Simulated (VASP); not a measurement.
Here is a VASP 6.6.1 calculation.

Contents of INCAR:

```
ALGO     = Normal         # electronic algorithm
EDIFF    = 1E-7           # SCF threshold, eV
ENCUT    = 520            # plane-wave cutoff, eV
GGA      = PE             # functional
ISIF     = 2              # what is computed and relaxed
ISMEAR   = -1             # smearing method
LASPH    = T              # aspherical terms in the spheres
LCHARG   = T              # write CHGCAR
LELF     = T              # ELF
LREAL    = F              # projectors in reciprocal space
LVHAR    = T            
LWAVE    = F              # write WAVECAR
NBANDS   = 60             # bands
NELM     = 100            # most SCF steps
PREC     = Accurate       # precision mode
SIGMA    = 0.05           # smearing width, eV
```

The input KPOINTS:

```
k-points
0
Gamma
  3 9 6
```

POSCAR

```
TiO2
1.0
    9.5216442097      0.0000000000      0.0000000000
    0.0000000000      2.9780932862      0.0000000000
    0.0000000000      0.0000000000      4.9346658468
Ti O
4 8
Direct
    0.6369000000      0.2500000000      0.5646300000
    0.3631000000      0.7500000000      0.4353700000
    0.8631000000      0.7500000000      0.0646300000
    0.1369000000      0.2500000000      0.9353700000
    0.4724000000      0.2500000000      0.2916000000
    0.5276000000      0.7500000000      0.7084000000
    0.0276000000      0.7500000000      0.7916000000
    0.9724000000      0.2500000000      0.2084000000
    0.7663000000      0.2500000000      0.8635000000
    0.2337000000      0.7500000000      0.1365000000
    0.7337000000      0.7500000000      0.3635000000
    0.2663000000      0.2500000000      0.6365000000
```

Potentials or basis: VASP PAW PBE potentials, release 64 (Ti_sv, O).

The run is started by

```bash
$ cat potpaw_PBE.64/Ti_sv/POTCAR potpaw_PBE.64/O/POTCAR > POTCAR
$ mpirun -np 1 vasp_std > vasp.out
```

Task: What does it give for the largest force?

Result: 0.538 eV/Å.

Task: Estimate the pressure.

Result: -1.8 GPa.

Task: What does it give for the band gap on the k mesh?

Result: 2.41 eV, indirect (least direct gap 2.45 eV).

Forces in eV/Å, atoms in the order of the input:
```
Ti  -0.220  0.000  0.223
Ti   0.220  0.000 -0.223
Ti   0.220  0.000  0.223
Ti  -0.220  0.000 -0.223
O   -0.258  0.000  0.472
O    0.258  0.000 -0.472
O    0.258  0.000  0.472
O   -0.258  0.000 -0.472
O    0.059  0.000 -0.006
O   -0.059  0.000  0.006
O   -0.059  0.000 -0.006
O    0.059  0.000  0.006
```

A k mesh can miss the band edges. A hybrid or GW would open this gap; PBE tends to underestimate it.
